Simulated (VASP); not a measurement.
# FeSi (P2_13) in VASP: relaxation of cell and atoms with PBE

Aim: the relaxation of cell and atoms of FeSi with PBE.

Program: VASP 6.6.1. These are calculated values, not measurements. Logs are shortened: lines on timing, memory, paths and dates and some standing lists are left out, and cuts for length are marked.

**1. The cell of the first run**

Symmetry: P2_13, No. 198, cubic system. The conventional cell has a = 4.448 Å, b = 4.448 Å, c = 4.448 Å, α = 90.00°, β = 90.00°, γ = 90.00°. Within 3.0 Å of Fe (site symmetry 3) lie 7 Si at 2.27 to 2.50 Å and 6 Fe at 2.73 Å. Si (site symmetry 3) has 7 Fe at 2.27 to 2.50 Å and 6 Si at 2.76 Å within 3.0 Å.

**2. Relaxation of cell and atoms, PBE**

INCAR reads:

```
SYSTEM = FeSi
  ALGO = Normal
  EDIFF = 1E-6
  EDIFFG = -0.001
  ENCUT = 600
  GGA = PE
  IBRION = 2
  ISIF = 3
  ISMEAR = 0
  LASPH = .True.
  LCHARG = .False.
  LREAL = .False.
  LWAVE = .False.
  NELM = 60
  NSW = 80
  PREC = Accurate
  SIGMA = 0.01
```

KPOINTS reads:

```
k-points
0
Gamma
  8 8 8
  0 0 0
```

POSCAR reads:

```
FeSi
1.0
    4.4479696592      0.0000000000      0.0000000000
    0.0000000000      4.4479696592      0.0000000000
    0.0000000000      0.0000000000      4.4479696592
Fe Si
4 4
Direct
    0.1359900669      0.1359900669      0.1359900669
    0.3640099331      0.8640099331      0.6359900669
    0.6359900669      0.3640099331      0.8640099331
    0.8640099331      0.6359900669      0.3640099331
    0.8407102842      0.8407102842      0.8407102842
    0.6592897158      0.1592897158      0.3407102842
    0.3407102842      0.6592897158      0.1592897158
    0.1592897158      0.3407102842      0.6592897158
```

Potentials or basis: VASP PAW PBE potentials, release 64 (Fe, Si).

On the command line:

```console
cat potpaw_PBE.64/Fe/POTCAR potpaw_PBE.64/Si/POTCAR > POTCAR
mpirun -np 1 vasp_std > vasp.out
```

OUTCAR:

```text
SYSTEM = FeSi
   EDIFF = 1E-6
   EDIFFG = -0.001
   ENCUT = 600
   GGA = PE
   IBRION = 2
   ISIF = 3
   ISMEAR = 0
   LASPH = .True.
   LREAL = .False.
   NELM = 60
   NSW = 80
   PREC = Accurate

 ion  position               nearest neighbor table
   1  0.136  0.136  0.136-   5 2.27   6 2.31   7 2.31   8 2.31   8 2.50   7 2.50   6 2.50   3 2.73
                             4 2.73   2 2.73   2 2.73   4 2.73   3 2.73
   2  0.364  0.864  0.636-   6 2.27   5 2.31   7 2.31   8 2.31   7 2.50   8 2.50   5 2.50   1 2.73
                             1 2.73   3 2.73   3 2.73   4 2.73   4 2.73
   3  0.636  0.364  0.864-   7 2.27   6 2.31   5 2.31   8 2.31   6 2.50   8 2.50   5 2.50   1 2.73
                             4 2.73   2 2.73   2 2.73   4 2.73   1 2.73
   4  0.864  0.636  0.364-   8 2.27   6 2.31   7 2.31   5 2.31   5 2.50   6 2.50   7 2.50   1 2.73
                             3 2.73   2 2.73   1 2.73   2 2.73   3 2.73
   5  0.841  0.841  0.841-   1 2.27   2 2.31   3 2.31   4 2.31   4 2.50   3 2.50   2 2.50   6 2.76
                             7 2.76   8 2.76   6 2.76   8 2.76   7 2.76
   6  0.659  0.159  0.341-   2 2.27   1 2.31   3 2.31   4 2.31   3 2.50   4 2.50   1 2.50   8 2.76
                             5 2.76   5 2.76   7 2.76   7 2.76   8 2.76
   7  0.341  0.659  0.159-   3 2.27   2 2.31   1 2.31   4 2.31   2 2.50   4 2.50   1 2.50   8 2.76
                             5 2.76   8 2.76   6 2.76   6 2.76   5 2.76
   8  0.159  0.341  0.659-   4 2.27   2 2.31   3 2.31   1 2.31   1 2.50   2 2.50   3 2.50   7 2.76
                             5 2.76   7 2.76   5 2.76   6 2.76   6 2.76

  LATTYP: Found a simple cubic cell.
 ALAT       =     4.4479696592

  Lattice vectors:

 A1 = (   4.4479696592,   0.0000000000,   0.0000000000)
 A2 = (   0.0000000000,   4.4479696592,   0.0000000000)
 A3 = (   0.0000000000,   0.0000000000,   4.4479696592)

Analysis of symmetry for initial positions (statically):
=====================================================================
 Subroutine PRICEL returns:
 Original cell was already a primitive cell.

 Routine SETGRP: Setting up the symmetry group for a
 simple cubic supercell.

 Subroutine GETGRP returns: Found 12 space group operations
 (whereof  3 operations were pure point group operations)
 out of a pool of 48 trial point group operations.

The static configuration has the point symmetry C_3 .
 The point group associated with its full space group is T   .

Analysis of symmetry for dynamics (positions and initial velocities):
=====================================================================
 Subroutine PRICEL returns:
 Original cell was already a primitive cell.

 Routine SETGRP: Setting up the symmetry group for a
 simple cubic supercell.

 Subroutine GETGRP returns: Found 12 space group operations
 (whereof  3 operations were pure point group operations)
 out of a pool of 48 trial point group operations.

The dynamic configuration has the point symmetry C_3 .
 The point group associated with its full space group is T   .

 Subroutine INISYM returns: Found 12 space group operations
 (whereof  3 operations are pure point group operations),
 and found     1 'primitive' translations

----------------------------------------------------------------------------------------

                                     Primitive cell

  volume of cell :      88.0006

  direct lattice vectors                    reciprocal lattice vectors
     4.447969659  0.000000000  0.000000000     0.224821677  0.000000000  0.000000000
     0.000000000  4.447969659  0.000000000     0.000000000  0.224821677  0.000000000
     0.000000000  0.000000000  4.447969659     0.000000000  0.000000000  0.224821677

  length of vectors
     4.447969659  4.447969659  4.447969659     0.224821677  0.224821677  0.224821677

  position of ions in fractional coordinates (direct lattice)
     0.135990067  0.135990067  0.135990067
     0.364009933  0.864009933  0.635990067
     0.635990067  0.364009933  0.864009933
     0.864009933  0.635990067  0.364009933
     0.840710284  0.840710284  0.840710284
     0.659289716  0.159289716  0.340710284
     0.340710284  0.659289716  0.159289716
     0.159289716  0.340710284  0.659289716

  ion indices of the primitive-cell ions
   primitive index   ion index
                 1           1
                 2           2
                 3           3
                 4           4
                 5           5
                 6           6
                 7           7
                 8           8

[... 27 lines left out ...]
            Coordinates               Weight
  0.000000  0.000000  0.000000      1.000000
  0.125000  0.000000  0.000000      6.000000
  0.250000  0.000000  0.000000      6.000000
  0.375000  0.000000  0.000000      6.000000
  0.500000  0.000000  0.000000      3.000000
  0.125000  0.125000  0.000000     12.000000
[... 16 lines left out ...]
  0.250000  0.125000  0.125000     24.000000
  0.375000  0.125000  0.125000     24.000000
 [... further k-points ...]
   k-points           NKPTS =     45   k-points in BZ     NKDIM =     45   number of bands    NBANDS=     29
   number of dos      NEDOS =    301   number of ions     NIONS =      8
   total plane-waves  NPLWV =  46656
   dimension x,y,z NGX =    36 NGY =   36 NGZ =   36
   dimension x,y,z NGXF=    72 NGYF=   72 NGZF=   72
   ions per type =               4   4
   NGX,Y,Z   is equivalent  to a cutoff of  13.46, 13.46, 13.46 a.u.
   NGXF,Y,Z  is equivalent  to a cutoff of  26.91, 26.91, 26.91 a.u.
 SYSTEM =  FeSi
   PREC   = accura    normal or accurate (medium, high low for compatibility)
   ISTART =      0    job   : 0-new  1-cont  2-samecut
   ICHARG =      2    charge: 1-file 2-atom 10-const
   ISPIN  =      1    spin polarized calculation?
   LNONCOLLINEAR =      F non collinear calculations
   LSORBIT =      F    spin-orbit coupling
   LASPH  =      T    aspherical Exc in radial PAW
   ENCUT  =  600.0 eV  44.10 Ry    6.64 a.u.   8.88  8.88  8.88*2*pi/ulx,y,z
   NELM   =     60;   NELMIN=  2; NELMDL= -5     # of ELM steps
   EDIFF  = 0.1E-05   stopping-criterion for ELM
   LREAL  =      F    real-space projection
   EDIFFG = -.1E-02   stopping-criterion for IOM
   NSW    =     80    number of steps for IOM
   IBRION =      2    ionic relax: 0-MD 1-quasi-New 2-CG
   NFREE  =      1    steps in history (QN), initial steepest desc. (CG)
   ISIF   =      3    stress and relaxation
   ISYM   =      2    0-nonsym 1-usesym 2-fastsym
   POTIM  = 0.5000    time-step for ionic-motion
   TEBEG  =    0.0;   TEEND  =   0.0 temperature during run
   PSTRESS=    0.0 pullay stress
   NELECT =      48.0000    total number of electrons
   NUPDOWN=      -1.0000    fix difference up-down
   EMIN   =  10.00;   EMAX   =-10.00  energy-range for DOS
   EFERMI =   0.00;   METHOD = LEGACY
   ISMEAR =     0;   SIGMA  =   0.01  broadening in eV -4-tet -1-fermi 0-gaus
   EFERMI_NEDOS =   21; number of points for ismear=-14 and -15
   IALGO  =     38    algorithm
   IMIX   =      4    mixing-type and parameters
     AMIX     =   0.40;   BMIX     =  1.00
     AMIX_MAG =   1.60;   BMIX_MAG =  1.00
  volume/ion in A,a.u.               =      11.00        74.23
  Fermi-wavevector in a.u.,A,eV,Ry     =   1.337602  2.527700 24.343243  1.789178
  Thomas-Fermi vector in A             =   2.466137
   LORBIT       =      0    0 simple, 1 ext, 2 COOP (PROOUT), +10 PAW based schemes
   GGA     = PE    functional components
   LHFCALC =     F    Hartree Fock is set to
   AEXX    =    0.0000 exact exchange contribution
   IVDW    =     0    specifies the selected vdW correction
   LEPSILON=     F    determine dielectric tensor
   LRPA    =     F    only Hartree local field effects (RPA)
 conjugate gradient relaxation of ions
 non-spin polarized calculation
 Gauss-broadening in eV      SIGMA  =   0.01
  energy-cutoff  :      600.00
  volume of cell :       88.00
 maximum number of plane-waves:      3016
   NGX = 17   NGY = 17   NGZ = 17

--------------------------------------- Ionic step        1  -------------------------------------------

 number of electron      48.0000013 magnetization

 Free energy of the ion-electron system (eV)
  ---------------------------------------------------
  ext. energy  EPLUGINS =         0.00000000
  ---------------------------------------------------
  free energy    TOTEN  =       -58.78093592 eV

  energy without entropy =      -58.78093592  energy(sigma->0) =      -58.78093592

------------------------ aborting loop because EDIFF is reached ----------------------------------------

  FORCE on cell =-STRESS in cart. coord.  units (eV):
  Direction    XX          YY          ZZ          XY          YZ          ZX
  --------------------------------------------------------------------------------------
  -------------------------------------------------------------------------------------
  Total        0.0677025      0.0677025      0.0677025     -0.0000000     -0.0000000     -0.0000000
  in kB        1.2326217      1.2326217      1.2326217     -0.0000000     -0.0000000     -0.0000000
  external PRESSURE =       1.2326217 kB  Pullay stress =       0.0000000 kB
[... 107 lines left out ...]
  FREE ENERGIE OF THE ION-ELECTRON SYSTEM (eV)
  ---------------------------------------------------
  free  energy   TOTEN  =       -58.7810664036 eV

  energy  without entropy=      -58.7810664036  energy(sigma->0) =      -58.78106640

[... ionic steps 4 to 25 ...]

--------------------------------------- Ionic step       26  -------------------------------------------

 number of electron      48.0000018 magnetization

------------------------ aborting loop because EDIFF is reached ----------------------------------------
[... 79 lines left out ...]
--------------------------------------- Ionic step       28  -------------------------------------------

 number of electron      48.0000018 magnetization

 Free energy of the ion-electron system (eV)
  ---------------------------------------------------
  ext. energy  EPLUGINS =         0.00000000
  ---------------------------------------------------
  free energy    TOTEN  =       -58.78114891 eV

  energy without entropy =      -58.78114891  energy(sigma->0) =      -58.78114891

 E-fermi :   9.8143     XC(G=0): -12.7985

 val. band max:        9.7208601513   @ k =  -0.1250   0.3750   0.0000
 cond. band min:       9.8806135394   @ k =   0.2500   0.2500   0.0000
 fundamental gap:      0.1597533881
 Fermi energy:         9.8142898715

 k-point     1 :       0.0000    0.0000    0.0000
  band No.  band energies     occupation
      1      -3.5197      2.00000
      2       1.8350      2.00000
      3       1.8350      2.00000
      4       1.8350      2.00000
      5       4.6713      2.00000
      6       4.6713      2.00000
[... 757 lines left out ...]
     28      11.8603      0.00000
     29      12.1568      0.00000

 [... further k-points ...]

------------------------ aborting loop because EDIFF is reached ----------------------------------------

  FORCE on cell =-STRESS in cart. coord.  units (eV):
  Direction    XX          YY          ZZ          XY          YZ          ZX
  --------------------------------------------------------------------------------------
  -------------------------------------------------------------------------------------
  Total       -0.0044577     -0.0044577     -0.0044577     -0.0000000      0.0000000     -0.0000000
  in kB       -0.0811450     -0.0811450     -0.0811450     -0.0000000      0.0000000     -0.0000000
  external PRESSURE =      -0.0811450 kB  Pullay stress =       0.0000000 kB
[... 23 lines left out ...]
  FREE ENERGIE OF THE ION-ELECTRON SYSTEM (eV)
  ---------------------------------------------------
  free  energy   TOTEN  =       -58.7811489125 eV

  energy  without entropy=      -58.7811489125  energy(sigma->0) =      -58.78114891

 reached required accuracy - stopping structural energy minimisation
```

Wall time 7.8 min (1 thread of Intel Xeon 6975P-C (Granite Rapids), shared host); peak memory 0.27 GiB.

What came out:

- Free energy: -58.7811 eV
- Relaxed volume: 11.00 Å³/atom
- Relaxed cell: a = 4.448 Å, b = 4.448 Å, c = 4.448 Å, α = 90.00°, β = 90.00°, γ = 90.00°
- Space group after relaxing (to 0.05 Å): P2_13 (No. 198)
- Energy gained by relaxing: 0.0 meV/atom
- Ionic steps: 28
- Pressure after relaxing: 0.0 GPa
- Band gap on the k mesh: 0.16 eV, indirect (least direct gap 0.17 eV)

The path:
```tsv
step	energy change (eV)	largest force (eV/Å)	pressure (GPa)	volume (Å³)
1	0.0000	0.0354	0.12	88.00
2	-0.0001	0.0101	-0.23	88.11
3	-0.0001	0.0152	-0.11	88.09
4	-0.0001	0.0139	-0.16	88.09
5	-0.0002	0.0038	0.02	88.02
6	-0.0002	0.0036	-0.03	88.02
7	-0.0002	0.0036	0.08	88.02
8	-0.0002	0.0028	-0.18	88.09
9	-0.0002	0.0023	-0.08	88.04
10	-0.0002	0.0029	-0.05	88.03
11	-0.0002	0.0033	-0.03	88.03
12	-0.0002	0.0035	-0.03	88.02
13	-0.0002	0.0037	0.03	88.02
14	-0.0002	0.0035	-0.05	88.02
15	-0.0002	0.0036	0.00	88.02
16	-0.0002	0.0036	-0.02	88.02
17	-0.0002	0.0036	-0.02	88.02
18	-0.0002	0.0016	0.01	88.01
19	-0.0002	0.0015	0.04	88.01
20	-0.0002	0.0007	-0.02	88.03
21	-0.0002	0.0009	-0.02	88.02
22	-0.0002	0.0011	-0.01	88.02
23	-0.0002	0.0013	0.00	88.02
24	-0.0002	0.0012	-0.02	88.02
25	-0.0002	0.0013	0.01	88.02
26	-0.0002	0.0013	-0.01	88.02
27	-0.0002	0.0013	0.00	88.02
28	-0.0002	0.0008	-0.01	88.02
```

Final structure:
```xyz
8
Lattice="4.4482 0.0000 0.0000 0.0000 4.4482 0.0000 0.0000 0.0000 4.4482" Properties=species:S:1:pos:R:3 pbc="T T T"
Fe    0.6066    0.6066    0.6066
Fe    1.6175    3.8416    2.8307
Fe    2.8307    1.6175    3.8416
Fe    3.8416    2.8307    1.6175
Si    3.7399    3.7399    3.7399
Si    2.9324    0.7083    1.5158
Si    1.5158    2.9324    0.7083
Si    0.7083    1.5158    2.9324
```

A k mesh can miss the band edges. Spin polarisation is off, so any magnetic state and its effect on volume and gap are missing.
